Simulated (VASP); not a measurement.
Write the native input for VASP 6.6.1 that does the following.

```yaml
Task: electric field gradients
Functional: LDA
Potentials_or_basis: VASP PAW LDA potentials, release 64 (Y_sv, Se)
Cutoff: 520 eV
k_mesh: 7 × 7 × 7
Occupations: fermi-dirac, width 0.03 eV
Spin: no spin polarisation
Dipole_correction: no
Further_INCAR_settings: ALGO = Normal; EDIFF = 1e-08; NBANDS = 16
```

The structure of YSe lies in POSCAR:

```
YSe
1.0
    0.0000000000      2.8750000000      2.9325000000
    2.8750000000      0.0000000000      2.9325000000
    2.8750000000      2.8750000000      0.0000000000
Y Se
1 1
Direct
    0.0000000000      0.0000000000      0.0000000000
    0.5000000000      0.5000000000      0.5000000000
```

This cell differs from its parent crystal: zz strain of +2 %.

The input as run:

INCAR

```
  PREC = Accurate
  ENCUT = 520
  EDIFF = 1E-8
  ISMEAR = -1
  SIGMA = 0.03
  LREAL = False
  LASPH = True
  NELM = 80
  ALGO = Normal
  ISIF = 2
  LWAVE = False
  LCHARG = False
  GGA = CA
  LEFG = True
  NBANDS = 16
```

KPOINTS

```
Automatic mesh
0
Gamma
  7 7 7
```

Potentials or basis: VASP PAW LDA potentials, release 64 (Y_sv, Se).

Run with:

```console
$ cat potpaw_LDA.64/Y_sv/POTCAR potpaw_LDA.64/Se/POTCAR > POTCAR
$ mpirun -np 1 vasp_std > vasp.out
```

Results of the run:

```
Pressure                                : -5.8 GPa
Band gap on the k mesh                  : zero (an odd number of electrons rules out a gap without spin polarisation)
Largest electric field gradient by atom : Y +17.6; Se +17.7 V/Å²
```

Caveat: the cell differs from its parent crystal (zz strain of +2 %); the cell stands under tension; without QUAD_EFG the Cq values of the log hold for a quadrupole moment of 1 mb, not for the nuclei.

Run time: 24 s on 1 thread of Intel(R) Xeon(R) Platinum 8375C CPU @ 2.90GHz (Ice Lake), on a shared host, peak memory 0.19 GiB.
